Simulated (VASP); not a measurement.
# KCl: single point with r2SCAN

The system is KCl.

```
K Cl
1.0
     3.83920   -0.01920   -0.01920
    -0.01920    3.83920   -0.01920
    -0.01920   -0.01920    3.83920
K Cl
1 1
Direct
  0.00000 0.00000 0.00000
  0.50000 0.50000 0.50000
```

| Quantity | Value |
| --- | --- |
| Program | VASP 6.6.1 |
| Task | single point |
| Functional | r2SCAN |
| Potentials or basis | VASP PAW PBE potentials, release 64 (K_sv, Cl) |
| Cutoff | 550 eV |
| k mesh | 5 × 5 × 5 |
| Occupations | gaussian, width 0.02 eV |
| Spin | no spin polarisation |

- Pressure: -1.1 GPa
- Band gap on the k mesh: 5.60 eV (least direct gap 5.76 eV)

Stress tensor (GPa, compression positive):
```
-1.09  0.06  0.06
 0.06 -1.09  0.06
 0.06  0.06 -1.09
```

Levels at points of the mesh, in eV from the valence-band top:
```
           k point  band 6  band 7  band 8  band 9  band 10  band 11
(0.00, 0.00, 0.00)   -0.18   -0.16   -0.16    5.60     7.19     7.19
```

Wall time 63 s on 1 thread of Intel(R) Xeon(R) Platinum 8259CL CPU @ 2.50GHz (Skylake/Cascade Lake), with other jobs on the host, peak memory 0.17 GiB.

Caveat: the PAW data sets were made with another functional, which shifts forces and pressure a little. A k mesh can miss the band edges.
